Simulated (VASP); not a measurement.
Here is a VASP 6.6.1 calculation.

File INCAR:

```
PREC     = Accurate       # precision mode
ENCUT    = 600            # plane-wave cutoff, eV
EDIFF    = 1E-6           # SCF threshold, eV
ISMEAR   = -1             # smearing method
SIGMA    = 0.05           # smearing width, eV
LREAL    = False          # projectors in reciprocal space
LASPH    = True           # aspherical terms in the spheres
NELM     = 60             # most SCF steps
ALGO     = Normal         # electronic algorithm
ISIF     = 3              # what is computed and relaxed
LWAVE    = False          # write WAVECAR
LCHARG   = False          # write CHGCAR
GGA      = PS             # functional
IVDW     = 12             # dispersion correction
IBRION   = 2              # ionic algorithm
NSW      = 60             # ionic steps
EDIFFG   = -0.01          # ionic threshold
```

Contents of KPOINTS:

```
Automatic mesh
0
Gamma
  8 8 7
```

POSCAR

```
NbTe
1.0
    3.7029743866      0.0000000000      0.0000000000
   -1.8514871933      3.2068698884      0.0000000000
    0.0000000000      0.0000000000      3.6942110000
Te Nb
1 1
Direct
    0.6666666667      0.3333333333      0.0000000000
    0.0000000000      0.0000000000      0.5000000000
```

Potentials or basis: VASP PAW PBE potentials, release 64 (Te, Nb_sv).

The run is started by

```bash
$ cat potpaw_PBE.64/Te/POTCAR potpaw_PBE.64/Nb_sv/POTCAR > POTCAR
$ mpirun -np 1 vasp_std > vasp.out
```

Question: Estimate the relaxed cell.

Answer: a = 3.568 Å, b = 3.568 Å, c = 3.654 Å, α = 90.00°, β = 90.00°, γ = 120.00°.

Question: Predict the dispersion energy per atom.

Answer: -0.683 eV.

Final structure:
```
CELL_PARAMETERS angstrom
3.56764 0.00000 0.00000
-1.78382 3.08966 0.00000
0.00000 0.00000 3.65422
ATOMIC_POSITIONS crystal
Te 0.66667 0.33333 0.00000
Nb 0.00000 0.00000 0.50000
```
